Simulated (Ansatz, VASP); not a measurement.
La in VASP and in Ansatz

```
CELL_PARAMETERS angstrom
-2.02417 2.02417 2.02417
2.02417 -2.02417 2.02417
2.02417 2.02417 -2.02417
ATOMIC_POSITIONS crystal
La 0.00000 0.00000 0.00000
```

Alike in both runs: functional LDA; k mesh 14 × 14 × 14; occupations fermi-dirac, width 0.08 eV; no spin polarisation.

Ansatz relaxed the structure, and its values are those at the end. VASP's run is a single point on that final structure, the one shown.

```csv
,VASP,Ansatz
version,VASP 6.6.1,Ansatz 0.2.0
potentials or method,"VASP PAW LDA potentials, release 64 (La)","PAW with Ansatz's default frozen-core files, scalar-relativistic"
plane-wave cutoff (eV),520,420
valence electrons in the cell,11,11
```

```csv
,VASP,Ansatz,Ansatz less VASP
pressure (GPa),-0.1,0.0,+0.07
```

LDA's correlation is that of Perdew and Zunger in VASP and of Perdew and Wang (1992) in Ansatz.

Spin-orbit coupling is off throughout.
